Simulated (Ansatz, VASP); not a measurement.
## SnSe2: VASP beside Ansatz

```xyz
3
Lattice="3.7431 0.0000 0.0000 -1.8715 3.2416 0.0000 0.0000 0.0000 5.7110" Properties=species:S:1:pos:R:3 pbc="T T T"
Sn    0.0000    0.0000    0.0000
Se    0.0000    2.1611    1.5143
Se    1.8715    1.0805    4.1967
```

Change from the starting cell: strain -0.025 along x and y, -0.050 along z, atoms carried along.

Alike in both runs: task single point; functional PBE; dispersion D3(BJ); k mesh 12 × 12 × 6; occupations gaussian, width 0.03 eV; no spin polarisation.

|  | VASP | Ansatz |
| --- | --- | --- |
| version | VASP 6.6.1 | Ansatz 0.2.0 |
| potentials or method | VASP PAW PBE potentials, release 64 (Sn_d, Se), cutoff 520 eV | scalar-relativistic, plane waves, PAW |
| valence electrons in the cell | 26 | 46 |

```tsv
	VASP	Ansatz	Ansatz less VASP
gap on the k mesh at the Fermi level (eV)	0.33	0.34	+0.009
least direct gap on the mesh (eV)	0.96	0.97	+0.014
pressure (GPa)	8.8	8.7	-0.12
traceless stress, the component that is largest in VASP (GPa)	1.13	1.12	-0.006
rms of the force components (eV/Å)	0.511	0.501	-0.0096
```

Atom by atom the forces differ by 0.010 eV/Å (rms over components). VASP's potentials hold 26 valence electrons a cell and Ansatz's 46, so a difference there can come from the potentials and not from the codes.
